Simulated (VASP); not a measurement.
# K (Fm-3m) in VASP: further runs, part 2 of 2

VASP 6.6.1. Earlier steps stand in the parts before.

## (6) Single point, revPBE (86.51 Å³/atom)

This run uses another cell than the first one, of 86.51 Å³/atom.

The input, INCAR:

```
SYSTEM = K
PREC = Accurate
ENCUT = 520
EDIFF = 1E-6
ISMEAR = -1
SIGMA = 0.1
LREAL = .False.
LASPH = .True.
NELM = 80
ALGO = Normal
ISIF = 2
LWAVE = .False.
LCHARG = .False.
GGA = RE
NBANDS = 10
```

The input, KPOINTS:

```
Automatic mesh
0
Gamma
  13 13 13
  0 0 0
```

The input, POSCAR:

```
K
1.0
    0.0000000000      3.5103628564      3.5103628564
    3.5103628564      0.0000000000      3.5103628564
    3.5103628564      3.5103628564      0.0000000000
K
1
Direct
    0.0000000000      0.0000000000      0.0000000000
```

Potentials or basis: VASP PAW PBE potentials, release 64 (K_sv).

Launch:

```console
> cat potpaw_PBE.64/K_sv/POTCAR > POTCAR
> mpirun -np 1 vasp_std > vasp.out
```

OUTCAR:

```text
SYSTEM = K
   PREC = Accurate
   ENCUT = 520
   EDIFF = 1E-6
   ISMEAR = -1
   LREAL = .False.
   LASPH = .True.
   NELM = 80
   ISIF = 2
   GGA = RE

 ion  position               nearest neighbor table
   1  0.000  0.000  0.000-

  LATTYP: Found a face centered cubic cell.
 ALAT       =     7.0207257128

  Lattice vectors:

 A1 = (   0.0000000000,   3.5103628564,   3.5103628564)
 A2 = (   3.5103628564,   0.0000000000,   3.5103628564)
 A3 = (   3.5103628564,   3.5103628564,   0.0000000000)

Analysis of symmetry for initial positions (statically):
=====================================================================
 Subroutine PRICEL returns:
 Original cell was already a primitive cell.

 Routine SETGRP: Setting up the symmetry group for a
 face centered cubic supercell.

 Subroutine GETGRP returns: Found 48 space group operations
 (whereof 48 operations were pure point group operations)
 out of a pool of 48 trial point group operations.

The static configuration has the point symmetry O_h .

Analysis of symmetry for dynamics (positions and initial velocities):
=====================================================================
 Subroutine PRICEL returns:
 Original cell was already a primitive cell.

 Routine SETGRP: Setting up the symmetry group for a
 face centered cubic supercell.

 Subroutine GETGRP returns: Found 48 space group operations
 (whereof 48 operations were pure point group operations)
 out of a pool of 48 trial point group operations.

The dynamic configuration has the point symmetry O_h .

 Subroutine INISYM returns: Found 48 space group operations
 (whereof 48 operations are pure point group operations),
 and found     1 'primitive' translations

----------------------------------------------------------------------------------------

                                     Primitive cell

  volume of cell :      86.5139

  direct lattice vectors                    reciprocal lattice vectors
     0.000000000  3.510362856  3.510362856    -0.142435418  0.142435418  0.142435418
     3.510362856  0.000000000  3.510362856     0.142435418 -0.142435418  0.142435418
     3.510362856  3.510362856  0.000000000     0.142435418  0.142435418 -0.142435418

  length of vectors
     4.964402760  4.964402760  4.964402760     0.246705380  0.246705380  0.246705380

  position of ions in fractional coordinates (direct lattice)
     0.000000000  0.000000000  0.000000000

  ion indices of the primitive-cell ions
   primitive index   ion index
                 1           1

----------------------------------------------------------------------------------------

 KPOINTS: Automatic mesh

Automatic generation of k-mesh.
 Grid dimensions read from file:
 generate k-points for:   13   13   13

 Generating k-lattice:

  Cartesian coordinates                     Fractional coordinates (reciprocal lattice)
    -0.010956571  0.010956571  0.010956571     0.076923077  0.000000000  0.000000000
     0.010956571 -0.010956571  0.010956571     0.000000000  0.076923077  0.000000000
     0.010956571  0.010956571 -0.010956571     0.000000000  0.000000000  0.076923077

  Length of vectors
     0.018977337  0.018977337  0.018977337

  Shift w.r.t. Gamma in fractional coordinates (k-lattice)
     0.000000000  0.000000000  0.000000000

 Subroutine IBZKPT returns following result:
 ===========================================

 Found     84 irreducible k-points:

 Following reciprocal coordinates:
            Coordinates               Weight
  0.000000  0.000000  0.000000      1.000000
  0.076923  0.000000  0.000000      8.000000
  0.153846  0.000000  0.000000      8.000000
  0.230769  0.000000  0.000000      8.000000
  0.307692  0.000000  0.000000      8.000000
  0.384615  0.000000  0.000000      8.000000
[... 16 lines left out ...]
  0.384615  0.153846  0.000000     24.000000
  0.461538  0.153846  0.000000     24.000000
 [... further k-points ...]
   k-points           NKPTS =     84   k-points in BZ     NKDIM =     84   number of bands    NBANDS=     10
   number of dos      NEDOS =    301   number of ions     NIONS =      1
   total plane-waves  NPLWV =  64000
   dimension x,y,z NGX =    40 NGY =   40 NGZ =   40
   dimension x,y,z NGXF=    80 NGYF=   80 NGZF=   80
   ions per type =               1
   NGX,Y,Z   is equivalent  to a cutoff of  13.40, 13.40, 13.40 a.u.
   NGXF,Y,Z  is equivalent  to a cutoff of  26.79, 26.79, 26.79 a.u.
 SYSTEM =  K
   PREC   = accura    normal or accurate (medium, high low for compatibility)
   ISTART =      0    job   : 0-new  1-cont  2-samecut
   ICHARG =      2    charge: 1-file 2-atom 10-const
   ISPIN  =      1    spin polarized calculation?
   LNONCOLLINEAR =      F non collinear calculations
   LSORBIT =      F    spin-orbit coupling
   LASPH  =      T    aspherical Exc in radial PAW
   ENCUT  =  520.0 eV  38.22 Ry    6.18 a.u.   9.23  9.23  9.23*2*pi/ulx,y,z
   NELM   =     80;   NELMIN=  2; NELMDL= -5     # of ELM steps
   EDIFF  = 0.1E-05   stopping-criterion for ELM
   LREAL  =      F    real-space projection
   EDIFFG = 0.1E-04   stopping-criterion for IOM
   NSW    =      0    number of steps for IOM
   IBRION =     -1    ionic relax: 0-MD 1-quasi-New 2-CG
   NFREE  =      0    steps in history (QN), initial steepest desc. (CG)
   ISIF   =      2    stress and relaxation
   ISYM   =      2    0-nonsym 1-usesym 2-fastsym
   POTIM  = 0.5000    time-step for ionic-motion
   TEBEG  =    0.0;   TEEND  =   0.0 temperature during run
   PSTRESS=    0.0 pullay stress
   NELECT =       9.0000    total number of electrons
   NUPDOWN=      -1.0000    fix difference up-down
   EMIN   =  10.00;   EMAX   =-10.00  energy-range for DOS
   EFERMI =   0.00;   METHOD = LEGACY
   ISMEAR =    -1;   SIGMA  =   0.10  broadening in eV -4-tet -1-fermi 0-gaus
   EFERMI_NEDOS =   21; number of points for ismear=-14 and -15
   IALGO  =     38    algorithm
   IMIX   =      4    mixing-type and parameters
     AMIX     =   0.40;   BMIX     =  1.00
     AMIX_MAG =   1.60;   BMIX_MAG =  1.00
  volume/ion in A,a.u.               =      86.51       583.82
  Fermi-wavevector in a.u.,A,eV,Ry     =   0.769946  1.454987  8.065765  0.592817
  Thomas-Fermi vector in A             =   1.871044
   LORBIT       =      0    0 simple, 1 ext, 2 COOP (PROOUT), +10 PAW based schemes
   GGA     = RE    functional components
   LHFCALC =     F    Hartree Fock is set to
   AEXX    =    0.0000 exact exchange contribution
   IVDW    =     0    specifies the selected vdW correction
   LEPSILON=     F    determine dielectric tensor
   LRPA    =     F    only Hartree local field effects (RPA)
 non-spin polarized calculation
  energy-cutoff  :      520.00
  volume of cell :       86.51
 maximum number of plane-waves:      2343
 NGX is ok and might be reduce to    40
   NGX = 19   NGY = 19   NGZ = 19

 number of electron       8.9999999 magnetization

 Free energy of the ion-electron system (eV)
  ---------------------------------------------------
  ext. energy  EPLUGINS =         0.00000000
  ---------------------------------------------------
  free energy    TOTEN  =        -0.95625367 eV

  energy without entropy =       -0.92784103  energy(sigma->0) =       -0.94204735

 E-fermi :  -0.3351     XC(G=0):  -5.1651

 val. band max:       -0.3833794756   @ k =  -0.2308   0.3077   0.0769
 cond. band min:      -0.3177271489   @ k =   0.4615   0.3846   0.0769
 fundamental gap:      0.0656523267
 Fermi energy:        -0.3351130270

 k-point     1 :       0.0000    0.0000    0.0000
  band No.  band energies     occupation
      1     -32.6729      2.00000
      2     -16.0992      2.00000
      3     -16.0992      2.00000
      4     -16.0992      2.00000
      5      -2.2707      2.00000
      6       3.7430      0.00000
      7       3.7430      0.00000
      8       3.7430      0.00000
      9       4.8910      0.00000
     10       4.8910      0.00000
[... 287 lines left out ...]
 k-point    24 :       0.4615    0.1538    0.0000
  band No.  band energies     occupation
      1     -32.6712      2.00000
      2     -16.1301      2.00000
      3     -16.1081      2.00000
      4     -16.1062      2.00000
      5      -0.4555      1.53837
      6       0.9937      0.00000
      7       2.9447      0.00000
      8       3.6323      0.00000
      9       4.5226      0.00000
     10       5.4543      0.00000

 [... further k-points ...]

------------------------ aborting loop because EDIFF is reached ----------------------------------------

  FORCE on cell =-STRESS in cart. coord.  units (eV):
  Direction    XX          YY          ZZ          XY          YZ          ZX
  --------------------------------------------------------------------------------------
  -------------------------------------------------------------------------------------
  Total       -0.1130584     -0.1130584     -0.1130584      0.0000000      0.0000000     -0.0000000
  in kB       -2.0937623     -2.0937623     -2.0937623      0.0000000      0.0000000     -0.0000000
  external PRESSURE =      -2.0937623 kB  Pullay stress =       0.0000000 kB

 VOLUME and BASIS-vectors are now :
 -----------------------------------------------------------------------------
  energy-cutoff  :      520.00
  volume of cell :       86.51
      direct lattice vectors                 reciprocal lattice vectors
     0.000000000  3.510362856  3.510362856    -0.142435418  0.142435418  0.142435418
     3.510362856  0.000000000  3.510362856     0.142435418 -0.142435418  0.142435418
     3.510362856  3.510362856  0.000000000     0.142435418  0.142435418 -0.142435418

 POSITION                                       TOTAL-FORCE (eV/Angst)
 -----------------------------------------------------------------------------------
      0.00000      0.00000      0.00000         0.000000      0.000000      0.000000
 -----------------------------------------------------------------------------------
    total drift:                               -0.000000     -0.000000     -0.000000

  FREE ENERGIE OF THE ION-ELECTRON SYSTEM (eV)
  ---------------------------------------------------
  free  energy   TOTEN  =        -0.9562536737 eV

  energy  without entropy=       -0.9278410315  energy(sigma->0) =       -0.94204735
```

OSZICAR:

```text
N       E                     dE             d eps       ncg     rms          rms(c)
DAV:   1     0.461306937186E+02    0.46131E+02   -0.34164E+03  1680   0.662E+02
DAV:   2     0.756560746394E+00   -0.45374E+02   -0.44748E+02  1786   0.186E+02
DAV:   3    -0.886585335144E+00   -0.16431E+01   -0.16377E+01  2596   0.287E+01
DAV:   4    -0.949442416741E+00   -0.62857E-01   -0.62743E-01  2332   0.466E+00
DAV:   5    -0.950340724234E+00   -0.89831E-03   -0.89821E-03  2626   0.520E-01    0.139E+00
DAV:   6    -0.953580280919E+00   -0.32396E-02   -0.13562E-03  2188   0.267E-01    0.829E-01
DAV:   7    -0.956080097742E+00   -0.24998E-02   -0.30540E-03  1998   0.436E-01    0.559E-02
DAV:   8    -0.956248807394E+00   -0.16871E-03   -0.17953E-04  2564   0.128E-01    0.988E-03
DAV:   9    -0.956253509111E+00   -0.47017E-05   -0.72024E-06  2216   0.229E-02    0.364E-03
DAV:  10    -0.956253673707E+00   -0.16460E-06   -0.66075E-07  2262   0.549E-03
   1 F= -.95625367E+00 E0= -.94204735E+00  d E =-.284126E-01
```

stdout:

```text
POSCAR found type information on POSCAR K
 POSCAR found :  1 types and       1 ions
 scaLAPACK will be used
 -----------------------------------------------------------------------------
|                                                                             |
|                                                                             |
|     You enforced a specific xc type in the INCAR file but a different       |
|     I HOPE YOU KNOW WHAT YOU ARE DOING!                                     |
|                                                                             |
 -----------------------------------------------------------------------------

 LDA part: xc-table for (Slater+PW92), standard interpolation
 POSCAR, INCAR and KPOINTS ok, starting setup
 FFT: planning ... GRIDC
 FFT: planning ... GRID_SOFT
 FFT: planning ... GRID
 WAVECAR not read
 entering main loop
```

Wall time 36 s (1 thread of Intel Xeon Platinum 8488C (Sapphire Rapids), shared host); peak memory 0.26 GiB.

Results:

| Property | Result |
| --- | --- |
| Free energy | -0.9563 eV |
| Pressure | -0.2 GPa |
| Band gap on the k mesh | zero (an odd number of electrons rules out a gap without spin polarisation) |

Levels at points of the mesh, in eV from the Fermi level:
| k point | band 3 | band 4 | band 5 | band 6 | band 7 | band 8 |
| --- | --- | --- | --- | --- | --- | --- |
| (0.00, 0.00, 0.00) | -15.76 | -15.76 | -1.94 | 4.08 | 4.08 | 4.08 |

Caveat: the PAW data sets were made with another functional, which shifts forces and pressure a little.

## (7) Single point, revPBE (89.72 Å³/atom)

This run uses another cell than the first one, of 89.72 Å³/atom.

The input, INCAR:

```
PREC = Accurate
ENCUT = 520
EDIFF = 1E-7
ISMEAR = -1
SIGMA = 0.1
LREAL = F
LASPH = T
NELM = 100
ALGO = Normal
ISIF = 2
LWAVE = F
LCHARG = F
GGA = RE
NBANDS = 10
```

The input, KPOINTS:

```
regular mesh
0
Gamma
  13 13 13
```

The input, POSCAR:

```
K
1.0
    0.0000000000      3.5531763790      3.5531763790
    3.5531763790      0.0000000000      3.5531763790
    3.5531763790      3.5531763790      0.0000000000
K
1
Direct
    0.0000000000      0.0000000000      0.0000000000
```

Launch:

```console
> cat potpaw_PBE.64/K_sv/POTCAR > POTCAR
> mpirun -np 1 vasp_std > vasp.out
```

Run time: 40 s. Hardware: 1 thread of Intel Xeon Platinum 8488C (Sapphire Rapids), shared host; peak memory 0.27 GiB.

The run converged. Its results:

| Property | Result |
| --- | --- |
| Free energy | -0.9515 eV |
| Pressure | -0.3 GPa |
| Band gap on the k mesh | zero (an odd number of electrons rules out a gap without spin polarisation) |

Levels at points of the mesh, in eV from the Fermi level:
```csv
k point,band 3,band 4,band 5,band 6,band 7,band 8
"(0.00, 0.00, 0.00)",-15.79,-15.79,-1.89,4.04,4.04,4.04
```

Caveat: the PAW data sets were made with another functional, which shifts forces and pressure a little.

## (8) The runs side by side

| cell | gap on the mesh (eV) | pressure (GPa) |
| --- | --- | --- |
| a = 4.773 Å, angles 60.0°, 1 atom | none | 0.1 |
| a = 4.839 Å, angles 60.0°, 1 atom | none | 0.0 |
| a = 4.902 Å, angles 60.0°, 1 atom | none | -0.1 |
| a = 4.964 Å, angles 60.0°, 1 atom | none | -0.2 |
| a = 5.025 Å, angles 60.0°, 1 atom | none | -0.3 |

Alike in all rows: task single point; level revPBE; potentials or basis VASP PAW PBE potentials, release 64 (K_sv); no spin polarisation; k mesh 13 × 13 × 13; cutoff (eV) 520; smearing fermi-dirac 0.1 eV.

Caveats: the PAW data sets were made with another functional, which shifts forces and pressure a little.

Total energies depend on the potentials used, so only differences within one code and one set of settings carry meaning.

The gap in the log of VASP goes by the Fermi energy; the results here count the filled bands.